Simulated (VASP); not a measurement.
# AlN (F-43m) in VASP: further runs

The runs below take AlN through single point, with BHLYP.

Program: VASP 6.6.1. These are calculated values, not measurements. Logs are shortened: lines on timing, memory, paths and dates and some standing lists are left out, and cuts for length are marked.

## (1) The cell of the first run

It takes space group F-43m (No. 216, cubic). The conventional cell has a = 4.368 Å, b = 4.368 Å, c = 4.368 Å, α = 90.00°, β = 90.00°, γ = 90.00°. Al (site symmetry -43m) has 4 N at 1.89 Å within 2.5 Å. Within 2.5 Å of N (site symmetry -43m) lie 4 Al at 1.89 Å.

## (2) Single point, BHLYP

Input file POSCAR:

```
AlN
1.0
    0.0000000000      2.1839935596      2.1839935596
    2.1839935596      0.0000000000      2.1839935596
    2.1839935596      2.1839935596      0.0000000000
Al N
1 1
Direct
    0.0000000000      0.0000000000      0.0000000000
    0.2500000000      0.2500000000      0.2500000000
```

Input file INCAR.step1:

```
SYSTEM = AlN
PREC     = Accurate       ! precision mode
ENCUT    = 520            ! plane-wave cutoff, eV
EDIFF    = 1E-5           ! SCF threshold, eV
ISMEAR   = -1             ! smearing method
SIGMA    = 0.05           ! smearing width, eV
LREAL    = .False.        ! projectors in reciprocal space
LASPH    = .True.         ! aspherical terms in the spheres
NELM     = 100            ! most SCF steps
ALGO     = Normal         ! electronic algorithm
ISIF     = 2              ! what is computed and relaxed
LWAVE    = .True.         ! write WAVECAR
LCHARG   = .False.        ! write CHGCAR
NBANDS   = 11             ! bands
GGA      = PE             ! functional
```

Input file INCAR.step2:

```
SYSTEM = AlN
PREC     = Accurate       ! precision mode
ENCUT    = 520            ! plane-wave cutoff, eV
EDIFF    = 1E-6           ! SCF threshold, eV
ISMEAR   = -1             ! smearing method
SIGMA    = 0.05           ! smearing width, eV
LREAL    = .False.        ! projectors in reciprocal space
LASPH    = .True.         ! aspherical terms in the spheres
NELM     = 100            ! most SCF steps
ALGO     = Normal         ! electronic algorithm
ISIF     = 2              ! what is computed and relaxed
LWAVE    = .False.        ! write WAVECAR
LCHARG   = .False.        ! write CHGCAR
GGA      = B5             ! functional
LHFCALC  = .True.         ! exact exchange
AEXX     = 0.5            ! exact-exchange fraction
ALDAX    = 0.5          
AGGAX    = 0.5          
AGGAC    = 1.0          
ALDAC    = 0.0          
PRECFOCK = Normal       
NBANDS   = 11             ! bands
ISTART   = 1
```

Input file KPOINTS:

```
regular mesh
0
Gamma
  5 5 5
  0 0 0
```

Potentials or basis: VASP PAW PBE potentials, release 64 (Al, N).

Run with:

```console
> cat potpaw_PBE.64/Al/POTCAR potpaw_PBE.64/N/POTCAR > POTCAR
> cp INCAR.step1 INCAR
> mpirun -np 1 vasp_std > vasp.out
> cp INCAR.step2 INCAR
> mpirun -np 1 vasp_std > vasp.out
```

OUTCAR:

```text
SYSTEM = AlN
   PREC = Accurate
   ENCUT = 520
   EDIFF = 1E-6
   ISMEAR = -1
   LREAL = .False.
   LASPH = .True.
   NELM = 100
   ISIF = 2
   GGA = B5
   LHFCALC = .True.
   AEXX = 0.5
   PRECFOCK = Normal
   ISTART = 1

 ion  position               nearest neighbor table
   1  0.000  0.000  0.000-   2 1.89   2 1.89   2 1.89   2 1.89
   2  0.250  0.250  0.250-   1 1.89   1 1.89   1 1.89   1 1.89

  LATTYP: Found a face centered cubic cell.
 ALAT       =     4.3679871192

  Lattice vectors:

 A1 = (   0.0000000000,   2.1839935596,   2.1839935596)
 A2 = (   2.1839935596,   0.0000000000,   2.1839935596)
 A3 = (   2.1839935596,   2.1839935596,   0.0000000000)

Analysis of symmetry for initial positions (statically):
=====================================================================
 Subroutine PRICEL returns:
 Original cell was already a primitive cell.

 Routine SETGRP: Setting up the symmetry group for a
 face centered cubic supercell.

 Subroutine GETGRP returns: Found 24 space group operations
 (whereof 24 operations were pure point group operations)
 out of a pool of 48 trial point group operations.

The static configuration has the point symmetry T_d .

Analysis of symmetry for dynamics (positions and initial velocities):
=====================================================================
 Subroutine PRICEL returns:
 Original cell was already a primitive cell.

 Routine SETGRP: Setting up the symmetry group for a
 face centered cubic supercell.

 Subroutine GETGRP returns: Found 24 space group operations
 (whereof 24 operations were pure point group operations)
 out of a pool of 48 trial point group operations.

The dynamic configuration has the point symmetry T_d .

 Subroutine INISYM returns: Found 24 space group operations
 (whereof 24 operations are pure point group operations),
 and found     1 'primitive' translations

----------------------------------------------------------------------------------------

                                     Primitive cell

  volume of cell :      20.8345

  direct lattice vectors                    reciprocal lattice vectors
     0.000000000  2.183993560  2.183993560    -0.228938404  0.228938404  0.228938404
     2.183993560  0.000000000  2.183993560     0.228938404 -0.228938404  0.228938404
     2.183993560  2.183993560  0.000000000     0.228938404  0.228938404 -0.228938404

  length of vectors
     3.088633312  3.088633312  3.088633312     0.396532948  0.396532948  0.396532948

  position of ions in fractional coordinates (direct lattice)
     0.000000000  0.000000000  0.000000000
     0.250000000  0.250000000  0.250000000

  ion indices of the primitive-cell ions
   primitive index   ion index
                 1           1
                 2           2

----------------------------------------------------------------------------------------

 KPOINTS: regular mesh

Automatic generation of k-mesh.
 Grid dimensions read from file:
 generate k-points for:    5    5    5

 Generating k-lattice:

  Cartesian coordinates                     Fractional coordinates (reciprocal lattice)
    -0.045787681  0.045787681  0.045787681     0.200000000  0.000000000  0.000000000
     0.045787681 -0.045787681  0.045787681     0.000000000  0.200000000  0.000000000
     0.045787681  0.045787681 -0.045787681     0.000000000  0.000000000  0.200000000

  Length of vectors
     0.079306590  0.079306590  0.079306590

  Shift w.r.t. Gamma in fractional coordinates (k-lattice)
     0.000000000  0.000000000  0.000000000

 Subroutine IBZKPT returns following result:
 ===========================================

 Found     10 irreducible k-points:

 Following reciprocal coordinates:
            Coordinates               Weight
  0.000000  0.000000  0.000000      1.000000
  0.200000  0.000000  0.000000      8.000000
  0.400000  0.000000  0.000000      8.000000
  0.200000  0.200000  0.000000      6.000000
  0.400000  0.200000  0.000000     24.000000
 -0.400000  0.200000  0.000000     24.000000
 -0.200000  0.200000  0.000000     12.000000
  0.400000  0.400000  0.000000      6.000000
 -0.400000  0.400000  0.000000     12.000000
 -0.400000  0.400000  0.200000     24.000000
   k-points           NKPTS =     10   k-points in BZ     NKDIM =    125   number of bands    NBANDS=     11
   number of dos      NEDOS =    301   number of ions     NIONS =      2
   total plane-waves  NPLWV =  13824
   dimension x,y,z NGX =    24 NGY =   24 NGZ =   24
   dimension x,y,z NGXF=    48 NGYF=   48 NGZF=   48
   ions per type =               1   1
   NGX,Y,Z   is equivalent  to a cutoff of  12.92, 12.92, 12.92 a.u.
   NGXF,Y,Z  is equivalent  to a cutoff of  25.84, 25.84, 25.84 a.u.
 SYSTEM =  AlN
   PREC   = accura    normal or accurate (medium, high low for compatibility)
   ISTART =      1    job   : 0-new  1-cont  2-samecut
   ICHARG =      0    charge: 1-file 2-atom 10-const
   ISPIN  =      1    spin polarized calculation?
   LNONCOLLINEAR =      F non collinear calculations
   LSORBIT =      F    spin-orbit coupling
   LASPH  =      T    aspherical Exc in radial PAW
   ENCUT  =  520.0 eV  38.22 Ry    6.18 a.u.   5.74  5.74  5.74*2*pi/ulx,y,z
   NELM   =    100;   NELMIN=  2; NELMDL=  0     # of ELM steps
   EDIFF  = 0.1E-05   stopping-criterion for ELM
   LREAL  =      F    real-space projection
   EDIFFG = 0.1E-04   stopping-criterion for IOM
   NSW    =      0    number of steps for IOM
   IBRION =     -1    ionic relax: 0-MD 1-quasi-New 2-CG
   NFREE  =      0    steps in history (QN), initial steepest desc. (CG)
   ISIF   =      2    stress and relaxation
   ISYM   =      3    0-nonsym 1-usesym 2-fastsym
   POTIM  = 0.5000    time-step for ionic-motion
   TEBEG  =    0.0;   TEEND  =   0.0 temperature during run
   PSTRESS=    0.0 pullay stress
   NELECT =       8.0000    total number of electrons
   NUPDOWN=      -1.0000    fix difference up-down
   EMIN   =  10.00;   EMAX   =-10.00  energy-range for DOS
   EFERMI =   0.00;   METHOD = LEGACY
   ISMEAR =    -1;   SIGMA  =   0.05  broadening in eV -4-tet -1-fermi 0-gaus
   EFERMI_NEDOS =   21; number of points for ismear=-14 and -15
   IALGO  =     38    algorithm
   IMIX   =      1    mixing-type and parameters
     AMIX     =   0.40;   BMIX     =  1.00
     AMIX_MAG =   1.60;   BMIX_MAG =  1.00
  volume/ion in A,a.u.               =      10.42        70.30
  Fermi-wavevector in a.u.,A,eV,Ry     =   1.189899  2.248583 19.263943  1.415860
  Thomas-Fermi vector in A             =   2.325996
   LORBIT       =      0    0 simple, 1 ext, 2 COOP (PROOUT), +10 PAW based schemes
   GGA     = B5    functional components
   LHFCALC =     T    Hartree Fock is set to
   PRECFOCK=normal    Normal, Fast or Accurate (Low or Medium for compatibility)
   ENCUT4O =  -1.0   cutoff for four orbital integrals eV
   NKREDX  =     1    reduce k-point grid by
   NKREDY  =     1    reduce k-point grid by
   NKREDZ  =     1    reduce k-point grid by
   AEXX    =    0.5000 exact exchange contribution
   HFSCREEN=    0.0000 screening length (either q_TF or 0.3 A-1)
   HFSCREENC=   0.0000 screening length for correlation (either q_TF or 0.3 A-1)
   ENCUTFOCK=  -1.0 apply spherical cutoff to Coloumb kernel
   IVDW    =     0    specifies the selected vdW correction
   LEPSILON=     F    determine dielectric tensor
   LRPA    =     F    only Hartree local field effects (RPA)
 non-spin polarized calculation
  energy-cutoff  :      520.00
  volume of cell :       20.83
 maximum number of plane-waves:       568
  NGX = 18; NGY = 18; NGZ = 18

 number of electron       8.0000000 magnetization

 Free energy of the ion-electron system (eV)
  ---------------------------------------------------
  ext. energy  EPLUGINS =         0.00000000
  ---------------------------------------------------
  free energy    TOTEN  =       -21.04393730 eV

  energy without entropy =      -21.04393730  energy(sigma->0) =      -21.04393730

 E-fermi :   4.7985     XC(G=0):  -5.6898

 val. band max:        3.6476596771   @ k =   0.0000   0.0000   0.0000
 cond. band min:      12.0750200736   @ k =   0.4000   0.4000   0.0000
 fundamental gap:      8.4273603965
 Fermi energy:         4.7984973327

 k-point     1 :       0.0000    0.0000    0.0000
  band No.  band energies     occupation
      1     -14.2389      2.00000
      2       3.6477      2.00000
      3       3.6477      2.00000
      4       3.6477      2.00000
      5      12.4753      0.00000
      6      21.2921      0.00000
      7      21.2921      0.00000
      8      21.2921      0.00000
      9      26.9473      0.00000
     10      26.9473      0.00000
     11      28.4309      0.00000

 k-point     2 :       0.2000    0.0000    0.0000
  band No.  band energies     occupation
      1     -13.5995      2.00000
      2       0.9591      2.00000
      3       3.4289      2.00000
      4       3.4289      2.00000
      5      14.3981      0.00000
      6      20.1509      0.00000
      7      21.4224      0.00000
      8      21.4224      0.00000
      9      24.9757      0.00000
     10      24.9757      0.00000
     11      26.5717      0.00000

 k-point     3 :       0.4000    0.0000    0.0000
  band No.  band energies     occupation
      1     -12.2406      2.00000
      2      -2.5003      2.00000
      3       3.1103      2.00000
      4       3.1103      2.00000
      5      15.7109      0.00000
      6      19.1132      0.00000
      7      20.0568      0.00000
      8      20.0568      0.00000
      9      26.9280      0.00000
     10      28.2426      0.00000
     11      28.2426      0.00000

 k-point     4 :       0.2000    0.2000    0.0000
  band No.  band energies     occupation
      1     -13.3889      2.00000
      2       1.2259      2.00000
      3       2.8219      2.00000
      4       2.8219      2.00000
      5      14.5376      0.00000
      6      19.3735      0.00000
      7      20.7389      0.00000
      8      22.5631      0.00000
      9      22.5631      0.00000
     10      28.2473      0.00000
     11      30.9568      0.00000

 k-point     5 :       0.4000    0.2000    0.0000
  band No.  band energies     occupation
      1     -12.2406      2.00000
      2      -1.2837      2.00000
      3       2.0029      2.00000
      4       2.4122      2.00000
      5      14.8129      0.00000
      6      18.6972      0.00000
      7      20.3081      0.00000
      8      22.2626      0.00000
      9      24.5790      0.00000
     10      30.0106      0.00000
     11      30.5957      0.00000

 k-point     6 :      -0.4000    0.2000    0.0000
  band No.  band energies     occupation
      1     -11.6536      2.00000
      2      -2.3178      2.00000
      3       1.0941      2.00000
      4       2.6955      2.00000
      5      15.7672      0.00000
      6      17.8731      0.00000
      7      21.2239      0.00000
      8      21.4068      0.00000
      9      26.8669      0.00000
     10      27.8765      0.00000
     11      30.7785      0.00000

 k-point     7 :      -0.2000    0.2000    0.0000
  band No.  band energies     occupation
      1     -12.6909      2.00000
      2      -0.6184      2.00000
      3       1.6868      2.00000
      4       3.3353      2.00000
      5      16.2334      0.00000
      6      18.6093      0.00000
      7      20.2123      0.00000
      8      21.3453      0.00000
      9      23.9514      0.00000
     10      27.8792      0.00000
     11      30.8882      0.00000

 k-point     8 :       0.4000    0.4000    0.0000
  band No.  band energies     occupation
      1     -11.6035      2.00000
      2      -1.5933      2.00000
      3       1.7127      2.00000
      4       1.7127      2.00000
      5      12.0750      0.00000
      6      17.2761      0.00000
      7      22.7158      0.00000
      8      24.8206      0.00000
      9      24.8206      0.00000
     10      32.0189      0.00000
     11      33.7500      0.00000

 k-point     9 :      -0.4000    0.4000    0.0000
  band No.  band energies     occupation
      1     -11.2039      2.00000
      2      -1.5830      2.00000
      3       0.0312      2.00000
      4       1.8583      2.00000
      5      12.8798      0.00000
      6      18.3680      0.00000
      7      22.7850      0.00000
      8      23.9409      0.00000
      9      24.4876      0.00000
     10      30.3830      0.00000
     11      34.4901      0.00000

 k-point    10 :      -0.4000    0.4000    0.2000
  band No.  band energies     occupation
      1     -11.3992      2.00000
      2      -1.3728      2.00000
      3       0.2502      2.00000
      4       1.5291      2.00000
      5      14.5267      0.00000
      6      19.5221      0.00000
      7      20.1388      0.00000
      8      22.6791      0.00000
      9      26.0085      0.00000
     10      28.6649      0.00000
     11      34.5731      0.00000

------------------------ aborting loop because EDIFF is reached ----------------------------------------

  FORCE on cell =-STRESS in cart. coord.  units (eV):
  Direction    XX          YY          ZZ          XY          YZ          ZX
  --------------------------------------------------------------------------------------
  -------------------------------------------------------------------------------------
  Total       -0.3212721     -0.3212721     -0.3212721     -0.0000000      0.0000000     -0.0000000
  in kB      -24.7058344    -24.7058344    -24.7058344     -0.0000000      0.0000000     -0.0000000
  external PRESSURE =     -24.7058344 kB  Pullay stress =       0.0000000 kB

 VOLUME and BASIS-vectors are now :
 -----------------------------------------------------------------------------
  energy-cutoff  :      520.00
  volume of cell :       20.83
      direct lattice vectors                 reciprocal lattice vectors
     0.000000000  2.183993560  2.183993560    -0.228938404  0.228938404  0.228938404
     2.183993560  0.000000000  2.183993560     0.228938404 -0.228938404  0.228938404
     2.183993560  2.183993560  0.000000000     0.228938404  0.228938404 -0.228938404

 POSITION                                       TOTAL-FORCE (eV/Angst)
 -----------------------------------------------------------------------------------
      0.00000      0.00000      0.00000        -0.000000     -0.000000     -0.000000
      1.09200      1.09200      1.09200         0.000000      0.000000      0.000000
 -----------------------------------------------------------------------------------
    total drift:                                0.000000      0.000000     -0.000000

  FREE ENERGIE OF THE ION-ELECTRON SYSTEM (eV)
  ---------------------------------------------------
  free  energy   TOTEN  =       -21.0439372987 eV

  energy  without entropy=      -21.0439372987  energy(sigma->0) =      -21.04393730
```

Run time: 2.5 min. Hardware: 1 thread of Intel Xeon Platinum 8375C at 2.90GHz (Ice Lake), shared host; peak memory 0.14 GiB.

What came out:

```
Free energy            : -21.0439 eV
Pressure               : -2.5 GPa
Band gap on the k mesh : 8.43 eV (least direct gap 8.83 eV)
```

Levels at points of the mesh, in eV from the valence-band top:
```tsv
k point	band 2	band 3	band 4	band 5	band 6	band 7
(0.00, 0.00, 0.00)	0.00	0.00	0.00	8.83	17.64	17.64
```

Caveat: the k points lie up to 0.50 Å⁻¹ apart; the PAW data sets were made with another functional, which shifts forces and pressure a little; an odd mesh through Γ misses points on the zone boundary, where band edges can lie.

(Continued in part 2 of 2.)
